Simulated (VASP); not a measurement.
**Be2ZnSe3: single point with r2SCAN**

Crystal: Be2ZnSe3.

```
Be Zn Se
1.0
     3.78997    0.00000    0.00000
    -1.89498    3.28221    0.00000
     0.00000    0.00000    9.34066
Be Zn Se
2 1 3
Direct
  0.00000 0.00000 0.00844
  0.66667 0.33333 0.32424
  0.33333 0.66667 0.66311
  0.00000 0.00000 0.77004
  0.33333 0.66667 0.39983
  0.66667 0.33333 0.08433
```

```json
{
 "Program": "VASP 6.6.1",
 "Task": "single point",
 "Functional": "r2SCAN",
 "Potentials or basis": "VASP PAW PBE potentials, release 64 (Be, Zn, Se)",
 "Cutoff": "520 eV",
 "k mesh": "12 × 12 × 4",
 "Occupations": "gaussian, width 0.02 eV",
 "Spin": "no spin polarisation"
}
```

| Quantity | Value |
| --- | --- |
| Pressure | -1.2 GPa |
| Largest force | 0.169 eV/Å |
| Band gap on the k mesh | 2.79 eV (least direct gap 3.15 eV) |

Forces in eV/Å, atoms in the order of the input:
```
Be   0.000  0.000 -0.014
Be   0.000  0.000 -0.006
Zn   0.000  0.000  0.031
Se   0.000  0.000 -0.169
Se   0.000  0.000  0.142
Se   0.000  0.000  0.016
```

Stress tensor (GPa, compression positive):
```
-1.16  0.00  0.00
 0.00 -1.16  0.00
 0.00  0.00 -1.25
```

Levels at points of the mesh, in eV from the valence-band top:
| k point | band 13 | band 14 | band 15 | band 16 | band 17 | band 18 | band 19 | band 20 | band 21 | band 22 |
| --- | --- | --- | --- | --- | --- | --- | --- | --- | --- | --- |
| (0.00, 0.00, 0.00) | -1.06 | -1.06 | -0.44 | 0.00 | 0.00 | 3.15 | 3.95 | 4.07 | 5.23 | 5.23 |
| (0.50, 0.00, 0.00) | -2.83 | -2.55 | -2.36 | -1.99 | -1.27 | 2.79 | 3.93 | 4.44 | 4.68 | 6.04 |
| (0.00, 0.00, 0.50) | -1.55 | -0.95 | -0.95 | -0.09 | -0.09 | 3.85 | 4.04 | 4.20 | 5.46 | 5.46 |
| (0.50, 0.00, 0.50) | -3.31 | -2.81 | -2.29 | -1.37 | -1.05 | 3.38 | 3.59 | 3.92 | 5.04 | 5.62 |

Run time: 7.1 min on 1 thread of Intel(R) Xeon(R) Platinum 8559C (Emerald Rapids), on a shared host, peak memory 0.38 GiB.

Caveat: the PAW data sets were made with another functional, which shifts forces and pressure a little. A k mesh can miss the band edges.
